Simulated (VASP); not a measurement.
Runs of VASP 6.6.1 on TePb. The structure is that of space group Fm-3m (No. 225), or close to it. The cells are those of the table. 

| level | cell | k mesh | smearing | gap on the mesh (eV) | pressure (GPa) |
| --- | --- | --- | --- | --- | --- |
| r2SCAN | a = 4.683 Å, angles 59.1°, 2 atoms | 8 × 8 × 8 | gaussian 0.01 eV | 1.00 | -0.8 |
| r2SCAN | a = 4.621, b = 4.575, c = 4.575 Å, angles 60.7, 59.7, 59.7°, 2 atoms | 8 × 8 × 8 | gaussian 0.01 eV | (a) | (c) |
| PBE | a = 4.714 Å, angles 60.0°, 2 atoms | 4 × 4 × 4 | gaussian 0.01 eV | 0.90 | -1.6 |
| PBE | a = 4.621 Å, angles 60.0°, 2 atoms | 8 × 8 × 8 | fermi-dirac 0.02 eV | 0.80 | 0.6 |
| PBE | a = 4.610, b = 4.610, c = 4.621 Å, angles 59.9, 59.9, 60.2°, 2 atoms | 8 × 8 × 8 | fermi-dirac 0.02 eV | 0.79 | 0.8 |
| PBE | a = 4.683 Å, angles 59.1°, 2 atoms | 4 × 4 × 4 | gaussian 0.01 eV | 0.72 | -0.2 |
| r2SCAN | a = 4.714 Å, angles 60.0°, 2 atoms | 8 × 8 × 8 | gaussian 0.01 eV | 1.20 | (b) |
| PBE | a = 4.621 Å, angles 60.0°, 2 atoms | 4 × 4 × 4 | gaussian 0.01 eV | 0.80 | 0.6 |

Alike in all rows: task single point; potentials or basis VASP PAW PBE potentials, release 64 (Pb_d, Te); no spin polarisation; cutoff (eV) 520.

Q: Fill in the values left out.

A: (a) 1.03; (b) -2.2; (c) 0.9.

Caveats: spin-orbit coupling is left out, which moves the levels of the heavy elements; the PAW data sets were made with another functional, which shifts forces and pressure a little (some runs).

A k mesh can miss the band edges, and the runs leave out spin-orbit coupling on Pb, Te.
